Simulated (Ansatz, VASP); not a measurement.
**C in VASP and in Ansatz**

The input INCAR:

```
SYSTEM = C
PREC = Accurate ; ENCUT = 520
EDIFF = 1E-6 ; ISMEAR = -1
SIGMA = 0.1 ; LREAL = .FALSE.
LASPH = .TRUE. ; NELM = 80
ALGO = Normal ; ISIF = 2
LWAVE = .FALSE. ; LCHARG = .FALSE.
GGA = CA ; NBANDS = 8
```

File KPOINTS:

```
regular mesh
0
G
  20 20 20
  0 0 0
```

POSCAR

```
C
1.0
    1.7896494585      0.0000000000      0.0000000000
    0.0000000000      1.7896494585      0.0000000000
    0.0000000000      0.0000000000      1.7896494585
C
1
Direct
    0.0000000000      0.0000000000      0.0000000000
```

Input for Ansatz:

```yaml
crystal:
  lattice:
    - [1.7896494585, 0.0, 0.0]
    - [0.0, 1.7896494585, 0.0]
    - [0.0, 0.0, 1.7896494585]
  atoms:
    - { symbol: C, position: [0.0, 0.0, 0.0] }
hamiltonian:
  xc: lda
  pseudopotentials:
    kind: paw
    azcp:
      C: "pseudopotentials/C.paw.azcp"
basis:
  ecutwfc: 420
  fft_grid_basis: typed
kpoints:
  mp_grid: { grid: [20, 20, 20], shift: [0, 0, 0] }
magnetization:
  spin_polarized: false
scf:
  occupations: { method: fermi_dirac, width: 0.1 }
  lower_state_search: "off"
output:
  stress: true
  write_density: true
  write_potential: true
  elf: true
  volumetric_format: npy
```

Alike in both runs: task single point; functional LDA; k mesh 20 × 20 × 20; occupations fermi-dirac, width 0.1 eV; no spin polarisation.

|  | VASP | Ansatz |
| --- | --- | --- |
| version | VASP 6.6.1 | Ansatz 0.2.0 |
| potentials or method | VASP PAW LDA potentials, release 64 (C), cutoff 520 eV | plane waves (420 eV) with PAW, scalar-relativistic |
| valence electrons in the cell | 4 | 4 |

```tsv
	VASP	Ansatz	Ansatz less VASP
pressure (GPa)	-20.4	-21.1	-0.76
```

Ansatz warns that its potentials were made for another functional, while VASP's fit it. LDA's correlation is that of Perdew and Zunger in VASP and of Perdew and Wang (1992) in Ansatz.
